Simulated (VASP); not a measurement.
Here is a VASP 6.6.1 calculation.

Contents of INCAR:

```
SYSTEM = Si2N
PREC = Accurate
ENCUT = 520
EDIFF = 1E-6
ISMEAR = 0
SIGMA = 0.1
LREAL = .FALSE.
LASPH = .TRUE.
NELM = 100
ALGO = Normal
ISIF = 2
LWAVE = .FALSE.
LCHARG = .FALSE.
GGA = PE
NBANDS = 22
```

KPOINTS

```
regular mesh
0
G
  6 6 14
  0 0 0
```

Contents of POSCAR:

```
Si2N
1.0
    6.6929951769      0.0000000000      0.0000000000
    0.0000000000      6.6929951769      0.0000000000
    0.0000000000      0.0000000000      2.5590440620
Si N
4 2
Direct
    0.3558172348      0.3558172348      0.0000000000
    0.1441827652      0.8558172348      0.5000000000
    0.6441827652      0.6441827652      0.0000000000
    0.8558172348      0.1441827652      0.5000000000
    0.0000000000      0.0000000000      0.0000000000
    0.5000000000      0.5000000000      0.5000000000
```

Potentials or basis: VASP PAW PBE potentials, release 64 (Si, N).

Run with:

```sh
$ cat potpaw_PBE.64/Si/POTCAR potpaw_PBE.64/N/POTCAR > POTCAR
$ mpirun -np 1 vasp_std > vasp.out
```

Question: What does it give for the band gap on the k mesh?

Answer: Zero (band 13 reaches 5.47 eV, above the bottom of band 14 at 3.13 eV).

Question: Estimate the largest force.

Answer: 0.025 eV/Å.

Forces on the atoms (eV/Å):
```
Si   0.018  0.018  0.000
Si  -0.018  0.018  0.000
Si  -0.018 -0.018  0.000
Si   0.018 -0.018  0.000
N    0.000  0.000  0.000
N    0.000  0.000  0.000
```
